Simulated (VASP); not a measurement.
Write the native input for VASP 6.6.1 that does the following.

- Task: relaxation of cell and atoms
- Functional: PBEsol
- Potentials or basis: VASP PAW PBE potentials, release 64 (Zn)
- Cutoff: 500 eV
- k mesh: 8 × 8 × 8
- Occupations: gaussian, width 0.1 eV
- Spin: no spin polarisation
- Target pressure: 40 GPa
- Dipole correction: no
- Further INCAR settings: ALGO = Normal; EDIFF = 1e-07; IBRION = 2; EDIFFG = -0.02; NSW = 60; ISIF = 3

The structure of Zn lies in POSCAR:

```
Zn
1.0
    0.0000000000      1.9700000000      1.9700000000
    1.9700000000      0.0000000000      1.9700000000
    1.9700000000      1.9700000000      0.0000000000
Zn
1
Direct
    0.0000000000      0.0000000000      0.0000000000
```

This isn't the form of Zn at room conditions, which is hcp.

One way to write it, as run:

INCAR

```
PREC = Accurate
ENCUT = 500
EDIFF = 1E-7
ISMEAR = 0
SIGMA = 0.1
LREAL = F
LASPH = T
NELM = 120
ALGO = Normal
ISIF = 3
LWAVE = F
LCHARG = F
GGA = PS
IBRION = 2
NSW = 60
EDIFFG = -0.02
PSTRESS = 400.0
GGA_COMPAT = F
NELMIN = 4
```

KPOINTS

```
Automatic mesh
0
Gamma
  8 8 8
```

Potentials or basis: VASP PAW PBE potentials, release 64 (Zn).

Launch:

```bash
$ cat potpaw_PBE.64/Zn/POTCAR > POTCAR
$ mpirun -np 1 vasp_std > vasp.out
```

It gave:

```
Relaxed volume                                             : 11.07 Å³/atom
Relaxed cell                                               : a = 2.502 Å, b = 2.502 Å, c = 2.502 Å, α = 60.00°, β = 60.00°, γ = 60.00°
Space group after relaxing (to 0.1 Å)                      : Fm-3m (No. 225)
Energy change on relaxing (the run minimises the enthalpy) : +280.9 meV/atom
Ionic steps                                                : 5
Pressure after relaxing                                    : 40.1 GPa
Band gap on the k mesh                                     : zero (bands 6 and 7 overlap by 3.24 eV)
```

Caveat: the cell is relaxed towards a set pressure, so the run minimises the enthalpy, not the energy; the volume moved by over 15 % at a fixed basis, so the end points are rough; the PAW data sets were made with another functional, which shifts forces and pressure a little.

Run time: 26 s on 1 thread of Intel(R) Xeon(R) Platinum 8375C CPU @ 2.90GHz (Ice Lake), with other jobs on the host, peak memory 0.13 GiB.
